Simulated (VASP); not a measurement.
Here is a VASP 6.6.1 calculation.

Contents of POSCAR:

```
AlNi
1.0
    1.9386940000     -1.9531901500      0.0000000000
    1.9386940000      1.9531901500      0.0000000000
    0.0000000000      0.0000000000      3.0994300413
Al Ni
1 1
Direct
    0.0000000000      0.0000000000      0.0000000000
    0.5000000000      0.5000000000      0.5000000000
```

File INCAR.step1:

```
SYSTEM = AlNi
ALGO = Normal
EDIFF = 1E-4
ENCUT = 520
GGA = PE
ISMEAR = 0
LASPH = .TRUE.
LCHARG = .FALSE.
LREAL = .FALSE.
LWAVE = .TRUE.
NBANDS = 14
NELM = 100
PREC = Accurate
SIGMA = 0.1
```

File INCAR.step2:

```
SYSTEM = AlNi
ALGO = Normal
EDIFF = 1E-6
ENCUT = 520
ISIF = 2
ISMEAR = 0
ISTART = 1
LASPH = .TRUE.
LCHARG = .FALSE.
LMIXTAU = .TRUE.
LREAL = .FALSE.
LWAVE = .FALSE.
METAGGA = R2SCAN
NBANDS = 14
NELM = 100
PREC = Accurate
SIGMA = 0.1
```

KPOINTS

```
k-points
0
G
  8 8 6
  0 0 0
```

Potentials or basis: VASP PAW PBE potentials, release 64 (Al, Ni).

The run is started by

```console
$ cat potpaw_PBE.64/Al/POTCAR potpaw_PBE.64/Ni/POTCAR > POTCAR
$ cp INCAR.step1 INCAR
$ mpirun -np 1 vasp_std > vasp.out
$ cp INCAR.step2 INCAR
$ mpirun -np 1 vasp_std > vasp.out
```

What does it give for the pressure?

0.4 GPa.

What does it give for the band gap on the k mesh?

Zero (an odd number of electrons rules out a gap without spin polarisation).

Stress tensor (GPa, compression positive):
```
 2.20  0.00  0.00
 0.00  0.89  0.00
 0.00  0.00 -1.80
```

Caveat: the PAW data sets were made with another functional, which shifts forces and pressure a little. Spin polarisation is off, so any magnetic state and its effect on volume and gap are missing.
